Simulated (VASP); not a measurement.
# Zn2In2Cl5 (Cmmm) in VASP: further runs, part 2 of 2

VASP 6.6.1. Earlier steps stand in the parts before.

## 4. Relaxation of cell and atoms, PBE

File INCAR:

```
SYSTEM = Zn2In2Cl5
PREC     = Accurate       ! precision mode
ENCUT    = 600            ! plane-wave cutoff, eV
EDIFF    = 1E-6           ! SCF threshold, eV
ISMEAR   = 0              ! smearing method
SIGMA    = 0.1            ! smearing width, eV
LREAL    = .FALSE.        ! projectors in reciprocal space
LASPH    = .TRUE.         ! aspherical terms in the spheres
NELM     = 80             ! most SCF steps
ALGO     = Normal         ! electronic algorithm
ISIF     = 3              ! what is computed and relaxed
LWAVE    = .FALSE.        ! write WAVECAR
LCHARG   = .FALSE.        ! write CHGCAR
GGA      = PE             ! functional
IBRION   = 2              ! ionic algorithm
NSW      = 90             ! ionic steps
EDIFFG   = -0.04          ! ionic threshold
```

File KPOINTS:

```
Automatic mesh
0
G
  4 4 2
  0 0 0
```

File POSCAR:

```
Zn2In2Cl5
1.0
    3.0851829400     -3.4532059700      0.0000000000
    3.0851829400      3.4532059700      0.0000000000
    0.0000000000      0.0000000000     10.1388775000
Zn In Cl
2 2 5
Direct
    0.1924636600      0.1924636600      0.0000000000
    0.8075363400      0.8075363400      0.0000000000
    0.0000000000      0.0000000000      0.7968780600
    0.0000000000      0.0000000000      0.2031219400
    0.2300930000      0.7699070000      0.0903477200
    0.7699070000      0.2300930000      0.0903477200
    0.7699070000      0.2300930000      0.9096522800
    0.2300930000      0.7699070000      0.9096522800
    0.5000000000      0.5000000000      0.0000000000
```

Potentials or basis: VASP PAW PBE potentials, release 64 (Zn, In_d, Cl).

The run is started by

```sh
cat potpaw_PBE.64/Zn/POTCAR potpaw_PBE.64/In_d/POTCAR potpaw_PBE.64/Cl/POTCAR > POTCAR
mpirun -np 1 vasp_std > vasp.out
```

OUTCAR:

```text
SYSTEM = Zn2In2Cl5
   PREC = Accurate
   ENCUT = 600
   EDIFF = 1E-6
   ISMEAR = 0
   LREAL = .FALSE.
   LASPH = .TRUE.
   NELM = 80
   ISIF = 3
   GGA = PE
   IBRION = 2
   NSW = 90
   EDIFFG = -0.04

 ion  position               nearest neighbor table
   1  0.192  0.192  0.000-   9 1.90   6 2.19   7 2.19   8 2.19   5 2.19   2 2.38   4 2.38   3 2.38
                             6 2.81   7 2.81   5 2.81   8 2.81
   2  0.808  0.808  0.000-   9 1.90   6 2.19   7 2.19   8 2.19   5 2.19   1 2.38   4 2.38   3 2.38
                             6 2.81   7 2.81   5 2.81   8 2.81
   3  0.000  0.000  0.797-   7 1.96   8 1.96   1 2.38   2 2.38
   4  0.000  0.000  0.203-   5 1.96   6 1.96   1 2.38   2 2.38
   5  0.230  0.770  0.090-   8 1.83   4 1.96   9 2.08   2 2.19   1 2.19   2 2.81   1 2.81
   6  0.770  0.230  0.090-   7 1.83   4 1.96   9 2.08   2 2.19   1 2.19   2 2.81   1 2.81
   7  0.770  0.230  0.910-   6 1.83   3 1.96   9 2.08   2 2.19   1 2.19   2 2.81   1 2.81
   8  0.230  0.770  0.910-   5 1.83   3 1.96   9 2.08   2 2.19   1 2.19   2 2.81   1 2.81
   9  0.500  0.500  0.000-   1 1.90   2 1.90   5 2.08   6 2.08   7 2.08   8 2.08

  LATTYP: Found a base centered orthorhombic cell.
 ALAT       =     6.1703658800
 B/A-ratio  =     1.1192872634
 C/A-ratio  =     1.6431566129

  Lattice vectors:

 A1 = (   3.0851829400,  -3.4532059700,   0.0000000000)
 A2 = (   3.0851829400,   3.4532059700,   0.0000000000)
 A3 = (   0.0000000000,   0.0000000000,  10.1388775000)

Analysis of symmetry for initial positions (statically):
=====================================================================
 Subroutine PRICEL returns:
 Original cell was already a primitive cell.

 Routine SETGRP: Setting up the symmetry group for a
[... 297 lines left out ...]

  energy  without entropy=      -16.2604497275  energy(sigma->0) =      -16.27740262

 E-fermi :   0.2212     XC(G=0):  -5.4373

 val. band max:        0.2186544690   @ k =   0.5000   0.5000   0.5000
 cond. band min:       0.2247482197   @ k =   0.5000   0.2500   0.5000
 fundamental gap:      0.0060937507
 Fermi energy:         0.2212302788

 k-point     1 :       0.0000    0.0000    0.0000
  band No.  band energies     occupation
      1     -16.3978      2.00000
      2     -15.7844      2.00000
      3     -15.7152      2.00000
      4     -15.5125      2.00000
      5     -15.4794      2.00000
      6     -15.3191      2.00000
[... 745 lines left out ...]
     50       3.2018      0.00000
     51       3.7455      0.00000

[... ionic steps 4 to 33 ...]

--------------------------------------- Ionic step       34  -------------------------------------------

 number of electron      84.9999987 magnetization

------------------------ aborting loop because EDIFF is reached ----------------------------------------
[... 81 lines left out ...]
--------------------------------------- Ionic step       36  -------------------------------------------

 number of electron      84.9999981 magnetization

 Free energy of the ion-electron system (eV)
  ---------------------------------------------------
  ext. energy  EPLUGINS =         0.00000000
  ---------------------------------------------------
  free energy    TOTEN  =       -21.66475512 eV

  energy without entropy =      -21.63364602  energy(sigma->0) =      -21.64920057

 E-fermi :  -0.3218     XC(G=0):  -5.3504

 val. band max:       -0.3445255461   @ k =   0.2500   0.0000   0.5000
 cond. band min:      -0.3139409637   @ k =   0.5000   0.2500   0.0000
 fundamental gap:      0.0305845824
 Fermi energy:        -0.3217837272

 k-point     1 :       0.0000    0.0000    0.0000
  band No.  band energies     occupation
      1     -16.6417      2.00000
      2     -16.1644      2.00000
      3     -16.0308      2.00000
      4     -15.9620      2.00000
      5     -15.8630      2.00000
      6     -15.1884      2.00000
[... 781 lines left out ...]
  FREE ENERGIE OF THE ION-ELECTRON SYSTEM (eV)
  ---------------------------------------------------
  free  energy   TOTEN  =       -21.6647551178 eV

  energy  without entropy=      -21.6336460185  energy(sigma->0) =      -21.64920057

 reached required accuracy - stopping structural energy minimisation
```

OSZICAR:

```text
N       E                     dE             d eps       ncg     rms          rms(c)
DAV:   1     0.116089879499E+04    0.11609E+04   -0.42132E+04  1428   0.213E+03
DAV:   2     0.252698960651E+03   -0.90820E+03   -0.88017E+03  1468   0.555E+02
DAV:   3     0.482264558382E+02   -0.20447E+03   -0.19805E+03  1729   0.243E+02
[... 506 lines left out ...]
DAV:   5    -0.216647596494E+02    0.46565E-04   -0.24564E-04  1814   0.851E-02    0.336E-02
DAV:   6    -0.216647596169E+02    0.32493E-07   -0.27324E-05  1618   0.343E-02    0.217E-02
DAV:   7    -0.216647570831E+02    0.25338E-05   -0.11896E-05  1845   0.371E-02    0.772E-03
DAV:   8    -0.216647555148E+02    0.15683E-05   -0.30335E-06  1245   0.150E-02    0.587E-03
DAV:   9    -0.216647551178E+02    0.39703E-06   -0.52087E-07   825   0.510E-03
  36 F= -.21664755E+02 E0= -.21649201E+02  d E =-.191084E-02
```

CONTCAR:

```text
Zn2In2Cl5
   1.00000000000000
     3.5078603956985184   -5.1876640028362573    0.0000000000000000
     3.5078603956985184    5.1876640028362573    0.0000000000000000
     0.0000000000000000    0.0000000000000000   13.2609675084966518
  Zn              In              Cl
     2     2     5
Direct
     0.1743314734079239    0.1743314734079239    0.0000000000000000
     0.8256685265920756    0.8256685265920756    0.0000000000000000
     0.0000000000000000    0.0000000000000000    0.7136853153960696
     0.0000000000000000    0.0000000000000000    0.2863146846039304
     0.1657871856590625    0.8342128143409376    0.1320823027948980
     0.8342128143409376    0.1657871856590625    0.1320823027948980
     0.8342128143409376    0.1657871856590625    0.8679176972051021
     0.1657871856590625    0.8342128143409376    0.8679176972051021
     0.5000000000000000    0.5000000000000000    0.0000000000000000

  0.00000000E+00  0.00000000E+00  0.00000000E+00
  0.00000000E+00  0.00000000E+00  0.00000000E+00
  0.00000000E+00  0.00000000E+00  0.00000000E+00
  0.00000000E+00  0.00000000E+00  0.00000000E+00
  0.00000000E+00  0.00000000E+00  0.00000000E+00
  0.00000000E+00  0.00000000E+00  0.00000000E+00
  0.00000000E+00  0.00000000E+00  0.00000000E+00
  0.00000000E+00  0.00000000E+00  0.00000000E+00
  0.00000000E+00  0.00000000E+00  0.00000000E+00
```

Wall time 67 min (1 thread of Intel Xeon 6975P-C (Granite Rapids), shared host); peak memory 0.5 GiB.

What came out:

* Free energy: -21.6648 eV
* Relaxed cell: a = 6.262 Å, b = 6.262 Å, c = 13.261 Å, α = 90.00°, β = 90.00°, γ = 111.87°
* Space group after relaxing (to 0.1 Å): Cmmm (No. 65)
* Energy gained by relaxing: 5446.2 meV/atom
* Ionic steps: 36
* Pressure after relaxing: 0.0 GPa
* Largest force after relaxing: 0.035 eV/Å
* Band gap on the k mesh: zero (an odd number of electrons rules out a gap without spin polarisation)

Forces in eV/Å, atoms in the order of the input:
```
Zn   0.035  0.000  0.000
Zn  -0.035  0.000  0.000
In   0.000  0.000 -0.033
In   0.000  0.000  0.033
Cl   0.000  0.026 -0.008
Cl   0.000 -0.026 -0.008
Cl   0.000 -0.026  0.008
Cl   0.000  0.026  0.008
Cl   0.000  0.000  0.000
```

Stress tensor (GPa, compression positive):
```
 0.05  0.00  0.00
 0.00  0.00  0.00
 0.00  0.00 -0.07
```

Step by step:
```
step  energy change (eV)  largest force (eV/Å)  pressure (GPa)  volume (Å³)
   1              0.0000               21.3586           87.91       216.03
   2            -34.9562                0.8605           -4.94       922.34
   3            -43.6458                2.4075           -0.42       464.65
   4            -43.6922                2.4845           -0.27       458.46
   5            -43.8127                2.9530            0.87       423.58
   6            -43.8122                2.8732            0.64       429.23
   7            -45.1366                1.8740           -0.63       444.36
   8            -46.0471                1.4412           -1.26       465.80
   9            -44.0047               13.4301            1.19       510.29
  10            -46.1199                1.3258           -1.22       470.54
  11            -46.1422                1.5843           -1.17       474.22
  12            -46.9803                1.3830           -0.30       451.27
  13            -47.1589                1.1490            0.94       434.60
  14            -47.1681                1.1986            0.62       438.06
  15            -47.6372                0.7173            0.36       445.11
  16            -47.7292                0.9929            0.42       449.55
  17            -47.8973                0.5426           -0.25       466.59
  18            -47.9038                0.5746           -0.36       470.17
  19            -48.0635                0.5809           -0.20       467.36
  20            -48.0937                1.2114           -0.02       465.40
  21            -48.2042                0.9491            0.06       463.65
  22            -48.3483                0.7837            0.44       458.25
  23            -48.5045                0.5935            0.23       461.69
  24            -48.5478                0.8069            0.01       471.13
  25            -48.6010                0.4715            0.05       467.58
  26            -48.7805                0.3946            0.02       469.74
  27            -48.9877                0.2501            0.01       473.04
  28            -48.9898                0.2112            0.01       472.92
  29            -49.0011                0.0953            0.09       473.08
  30            -49.0019                0.0618            0.12       473.13
  31            -49.0064                0.0500            0.03       476.66
  32            -49.0080                0.0736           -0.07       480.52
  33            -49.0116                0.0572           -0.04       480.67
  34            -49.0142                0.0652            0.04       480.94
  35            -49.0143                0.0622            0.03       480.90
  36            -49.0162                0.0354           -0.01       482.64
```

Final structure:
```xyz
9
Lattice="3.5079 -5.1877 0.0000 3.5079 5.1877 0.0000 0.0000 0.0000 13.2610" Properties=species:S:1:pos:R:3 pbc="T T T"
Zn    1.2231    0.0000    0.0000
Zn    5.7927    0.0000    0.0000
In    0.0000    0.0000    9.4642
In    0.0000    0.0000    3.7968
Cl    3.5079    3.4676    1.7515
Cl    3.5079   -3.4676    1.7515
Cl    3.5079   -3.4676   11.5094
Cl    3.5079    3.4676   11.5094
Cl    3.5079    0.0000    0.0000
```

Levels at points of the mesh, in eV from the Fermi level:
```
           k point  band 40  band 41  band 42  band 43  band 44  band 45  band 46  band 47
(0.00, 0.00, 0.00)    -2.89    -2.64    -2.01    -0.28     1.76     1.88     2.12     2.76
(0.50, 0.00, 0.00)    -2.91    -2.46    -1.98     0.46     0.52     1.22     1.46     2.28
(0.50, 0.50, 0.00)    -2.91    -2.46    -1.96    -0.03     1.49     1.70     1.72     2.42
(0.00, 0.00, 0.50)    -2.89    -2.51    -2.15    -0.27     1.78     1.86     2.38     2.87
(0.50, 0.00, 0.50)    -2.91    -2.34    -2.11     0.46     0.53     1.25     1.41     2.46
(0.50, 0.50, 0.50)    -2.91    -2.34    -2.08    -0.03     1.56     1.61     2.01     2.02
```

Caveat: the volume moved by over 15 % at a fixed basis, so the end points are rough; spin-orbit coupling is left out, which moves the levels of the heavy elements; an odd number of electrons without spin polarisation forces a metal; a magnetic or distorted state may lie lower.

## 5. Overview

```tsv
task	cell	cutoff (eV)	gap on the mesh (eV)	pressure (GPa)	largest force (eV/Å)
single point	a = 4.631, b = 4.631, c = 10.139 Å, angles 90.0, 90.0, 96.4°, 9 atoms, atomic positions A	520	none	87.9	21.36
single point	a = 6.218, b = 6.218, c = 12.233 Å, angles 90.0, 90.0, 110.9°, 9 atoms, atomic positions B	520	none	0.1	0.01
relaxation of cell and atoms	relaxed from a = 4.631, b = 4.631, c = 10.139 Å, angles 90.0, 90.0, 96.4°, 9 atoms, atomic positions A	600	none	0.0	0.04
```

Alike in all rows: level PBE; potentials or basis VASP PAW PBE potentials, release 64 (Zn, In_d, Cl); no spin polarisation; k mesh 4 × 4 × 2; smearing gaussian 0.1 eV.

Caveats: spin-orbit coupling is left out, which moves the levels of the heavy elements; an odd number of electrons without spin polarisation forces a metal; a magnetic or distorted state may lie lower; the stress differs along the axes, from 50 to 117 GPa (at least some runs); the volume moved by over 15 % at a fixed basis, so the end points are rough (at least some runs).

Absolute energies hang on the potentials; compare differences alone.

The gap in the log of VASP goes by the Fermi energy; the results here count the filled bands.